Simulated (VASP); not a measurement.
# Na in VASP: relaxation of the atoms with PBEsol

Aim: the relaxation of the atoms of Na with PBEsol.

Program: VASP 6.6.1. These are calculated values, not measurements. Logs are shortened: lines on timing, memory, paths and dates and some standing lists are left out, and cuts for length are marked.

## 1. The cell of the first run

The cell holds a slab with vacuum, 7 atoms: a = 4.167 Å, b = 3.609 Å, c = 33.678 Å, α = 90.00°, β = 90.00°, γ = 54.74°.

## 2. Relaxation of the atoms, PBEsol

INCAR reads:

```
ALGO = Normal
DIPOL = 0.5 0.5 0.500
EDIFF = 1E-6
EDIFFG = -0.01
ENCUT = 520
GGA = PS
IBRION = 2
IDIPOL = 3
ISIF = 2
ISMEAR = 1
LASPH = True
LCHARG = False
LDIPOL = True
LREAL = False
LWAVE = False
NELM = 100
NSW = 60
PREC = Accurate
SIGMA = 0.1
```

KPOINTS reads:

```
k-points
0
Gamma
  11 11 1
```

POSCAR reads:

```
Na
1.0
    4.1667638300      0.0000000000      0.0000000000
    2.0833819150      2.9463469600      0.0000000000
    0.0000000000      0.0000000000     33.6780817570
Na
7
Direct
    0.0000000000      0.0000000000      0.2375432205
    0.5000000000      0.0000000000      0.3250288136
    0.0000000000      0.0000000000      0.4125144068
    0.5000000000      0.0000000000      0.5000000000
    0.0000000000      0.0000000000      0.5874855932
    0.5000000000      0.0000000000      0.6749711864
    0.0000000000      0.0000000000      0.7624567795
```

Potentials or basis: VASP PAW PBE potentials, release 64 (Na_pv).

Run with:

```console
cat potpaw_PBE.64/Na_pv/POTCAR > POTCAR
mpirun -np 1 vasp_std > vasp.out
```

OUTCAR:

```text
EDIFF = 1E-6
   EDIFFG = -0.01
   ENCUT = 520
   GGA = PS
   IBRION = 2
   ISIF = 2
   ISMEAR = 1
   LASPH = True
   LREAL = False
   NELM = 100
   NSW = 60
   PREC = Accurate

 ion  position               nearest neighbor table
   1  0.000  0.000  0.238-
   2  0.500  0.000  0.325-
   3  0.000  0.000  0.413-
   4  0.500  0.000  0.500-
   5  0.000  0.000  0.587-
   6  0.500  0.000  0.675-
   7  0.000  0.000  0.762-

  LATTYP: Found a base centered orthorhombic cell.
 ALAT       =     4.1667638300
 B/A-ratio  =     1.4142135625
 C/A-ratio  =     8.0825511431

  Lattice vectors:

 A1 = (   2.0833819150,  -2.9463469600,   0.0000000000)
 A2 = (   2.0833819150,   2.9463469600,   0.0000000000)
 A3 = (   0.0000000000,   0.0000000000,  33.6780817570)

Analysis of symmetry for initial positions (statically):
=====================================================================
 Subroutine PRICEL returns:
 Original cell was already a primitive cell.

 Routine SETGRP: Setting up the symmetry group for a
 base centered orthorhombic supercell.

 Subroutine GETGRP returns: Found  8 space group operations
 (whereof  8 operations were pure point group operations)
 out of a pool of  8 trial point group operations.

The static configuration has the point symmetry D_2h.

Analysis of symmetry for dynamics (positions and initial velocities):
=====================================================================
 Subroutine PRICEL returns:
 Original cell was already a primitive cell.

 Routine SETGRP: Setting up the symmetry group for a
 base centered orthorhombic supercell.

 Subroutine GETGRP returns: Found  8 space group operations
 (whereof  8 operations were pure point group operations)
 out of a pool of  8 trial point group operations.

The dynamic configuration has the point symmetry D_2h.

 Subroutine INISYM returns: Found  8 space group operations
 (whereof  8 operations are pure point group operations),
 and found     1 'primitive' translations

----------------------------------------------------------------------------------------

                                     Primitive cell

  volume of cell :     413.4568

[... 109 lines left out ...]
   NELECT =      49.0000    total number of electrons
   NUPDOWN=      -1.0000    fix difference up-down
   EMIN   =  10.00;   EMAX   =-10.00  energy-range for DOS
   EFERMI =   0.00;   METHOD = LEGACY
   ISMEAR =     1;   SIGMA  =   0.10  broadening in eV -4-tet -1-fermi 0-gaus
   EFERMI_NEDOS =   21; number of points for ismear=-14 and -15
   IALGO  =     38    algorithm
   IMIX   =      4    mixing-type and parameters
     AMIX     =   0.40;   BMIX     =  1.00
     AMIX_MAG =   1.60;   BMIX_MAG =  1.00
  volume/ion in A,a.u.               =      59.07       398.59
  Fermi-wavevector in a.u.,A,eV,Ry     =   0.804137  1.519599  8.798025  0.646637
  Thomas-Fermi vector in A             =   1.912137
   LORBIT       =      0    0 simple, 1 ext, 2 COOP (PROOUT), +10 PAW based schemes
   GGA     = PS    functional components
   LHFCALC =     F    Hartree Fock is set to
   AEXX    =    0.0000 exact exchange contribution
   IVDW    =     0    specifies the selected vdW correction
   LEPSILON=     F    determine dielectric tensor
   LRPA    =     F    only Hartree local field effects (RPA)
 conjugate gradient relaxation of ions
 non-spin polarized calculation
 Methfessel and Paxton  Order N= 1 SIGMA  =   0.10
  energy-cutoff  :      520.00
  volume of cell :      413.46
 maximum number of plane-waves:     11170
   NGX = 15   NGY = 13   NGZ =125

 dipolmoment           0.000000      0.000000     -0.000000 electrons x Angstroem

--------------------------------------- Ionic step        1  -------------------------------------------

 number of electron      49.0000018 magnetization

 Free energy of the ion-electron system (eV)
  ---------------------------------------------------
  ext. energy  EPLUGINS =         0.00000000
  ---------------------------------------------------
  free energy    TOTEN  =        -9.44750377 eV

  energy without entropy =       -9.44859881  energy(sigma->0) =       -9.44786878

------------------------ aborting loop because EDIFF is reached ----------------------------------------

  FORCE on cell =-STRESS in cart. coord.  units (eV):
  Direction    XX          YY          ZZ          XY          YZ          ZX
  --------------------------------------------------------------------------------------
  -------------------------------------------------------------------------------------
  Total       -0.1306543      0.0168913     -0.2251493     -0.0000000      0.0000000      0.0000000
  in kB       -0.5062956      0.0654552     -0.8724710     -0.0000000      0.0000000      0.0000000
  external PRESSURE =      -0.4377705 kB  Pullay stress =       0.0000000 kB
[... 151 lines left out ...]
--------------------------------------- Ionic step        5  -------------------------------------------

 number of electron      49.0000006 magnetization

 dipolmoment           0.000000      0.000000      0.000000 electrons x Angstroem

 Free energy of the ion-electron system (eV)
  ---------------------------------------------------
  ext. energy  EPLUGINS =         0.00000000
  ---------------------------------------------------
  free energy    TOTEN  =        -9.44955912 eV

  energy without entropy =       -9.45066417  energy(sigma->0) =       -9.44992747

 E-fermi :  -0.7706     XC(G=0):  -4.4288

 val. band max:       -0.7746699918   @ k =  -0.1818   0.1818   0.0000
 cond. band min:      -0.7660083733   @ k =   0.0000   0.0000   0.0000
 fundamental gap:      0.0086616186
 Fermi energy:        -0.7706309304

 k-point     1 :       0.0000    0.0000    0.0000
  band No.  band energies     occupation
      1     -25.8166      2.00000
      2     -25.8166      2.00000
      3     -25.7833      2.00000
      4     -25.7833      2.00000
      5     -25.7811      2.00000
      6     -25.7811      2.00000
[... 757 lines left out ...]
     28       0.1732     -0.00000
     29       0.8095     -0.00000

 [... further k-points ...]

------------------------ aborting loop because EDIFF is reached ----------------------------------------

 vacuum level on the upper side and lower side of the slab       (xc-potential included)        -0.007        -0.007

  FORCE on cell =-STRESS in cart. coord.  units (eV):
  Direction    XX          YY          ZZ          XY          YZ          ZX
  --------------------------------------------------------------------------------------
  -------------------------------------------------------------------------------------
  Total       -0.0809495     -0.0498108     -0.1941655      0.0000000      0.0000000      0.0000000
  in kB       -0.3136857     -0.1930207     -0.7524064      0.0000000      0.0000000      0.0000000
  external PRESSURE =      -0.4197043 kB  Pullay stress =       0.0000000 kB
[... 22 lines left out ...]
  FREE ENERGIE OF THE ION-ELECTRON SYSTEM (eV)
  ---------------------------------------------------
  free  energy   TOTEN  =        -9.4495591213 eV

  energy  without entropy=       -9.4506641673  energy(sigma->0) =       -9.44992747

 reached required accuracy - stopping structural energy minimisation

 vacuum level on the upper side and lower side of the slab         2.000         2.000
```

It took 17 min on 1 thread of Intel Xeon Platinum 8488C (Sapphire Rapids), shared host; peak memory 0.69 GiB.

Results:

```
Free energy                  : -9.4496 eV
Energy gained by relaxing    : 0.3 meV/atom
Ionic steps                  : 5
Largest force after relaxing : 0.009 eV/Å
Band gap on the k mesh       : zero (an odd number of electrons rules out a gap without spin polarisation)
```

Forces on the atoms (eV/Å):
```
Na   0.000  0.000  0.008
Na   0.000  0.000  0.006
Na   0.000  0.000 -0.009
Na   0.000  0.000  0.000
Na   0.000  0.000  0.009
Na   0.000  0.000 -0.006
Na   0.000  0.000 -0.008
```

The path:
```tsv
step	energy change (eV)	largest force (eV/Å)	pressure (GPa)
1	0.0000	0.0312	-0.04
2	-0.0002	0.0291	-0.04
3	-0.0007	0.0263	-0.04
4	-0.0014	0.0206	-0.03
5	-0.0021	0.0093	-0.04
```

Final structure:
```
Na
1.0
     4.16676    0.00000    0.00000
     2.08338    2.94635    0.00000
     0.00000    0.00000   33.67808
Na
7
Direct
  0.00000 0.00000 0.23853
  0.50000 0.00000 0.32409
  0.00000 0.00000 0.41254
  0.50000 0.00000 0.50000
  0.00000 0.00000 0.58746
  0.50000 0.00000 0.67591
  0.00000 0.00000 0.76147
```

Caveat: the PAW data sets were made with another functional, which shifts forces and pressure a little.
